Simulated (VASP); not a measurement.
A run of VASP 6.6.1 is set up as follows.

The input INCAR:

```
  ALGO = Normal
  EDIFF = 1E-6
  EDIFFG = -0.005
  ENCUT = 600
  GGA = CA
  IBRION = 2
  ISIF = 3
  ISMEAR = 0
  LASPH = True
  LCHARG = False
  LREAL = False
  LWAVE = False
  NELM = 100
  NSW = 100
  PREC = Accurate
  SIGMA = 0.1
```

Contents of KPOINTS:

```
k-points
0
Gamma
  9 9 6
```

The input POSCAR:

```
Si2Mo
1.0
    4.5854715599      0.0000000000      0.0000000000
   -2.2927357800      3.9711348592      0.0000000000
    0.0000000000      0.0000000000      6.5797601000
Si Mo
6 3
Direct
    0.1638729800      0.8361270200      0.8333333300
    0.3277459600      0.1638729800      0.1666666700
    0.8361270200      0.6722540400      0.5000000000
    0.8361270200      0.1638729800      0.8333333300
    0.6722540400      0.8361270200      0.1666666700
    0.1638729800      0.3277459600      0.5000000000
    0.5000000000      0.0000000000      0.5000000000
    0.0000000000      0.5000000000      0.1666666700
    0.5000000000      0.5000000000      0.8333333300
```

Potentials or basis: VASP PAW LDA potentials, release 64 (Si, Mo_sv).

The run is started by

```console
$ cat potpaw_LDA.64/Si/POTCAR potpaw_LDA.64/Mo_sv/POTCAR > POTCAR
$ mpirun -np 1 vasp_std > vasp.out
```

(1) Estimate the relaxed cell.

(2) Predict the relaxed volume.

Results:

(1) a = 4.555 Å, b = 4.555 Å, c = 6.538 Å, α = 90.00°, β = 90.00°, γ = 120.00°.

(2) 13.05 Å³/atom.
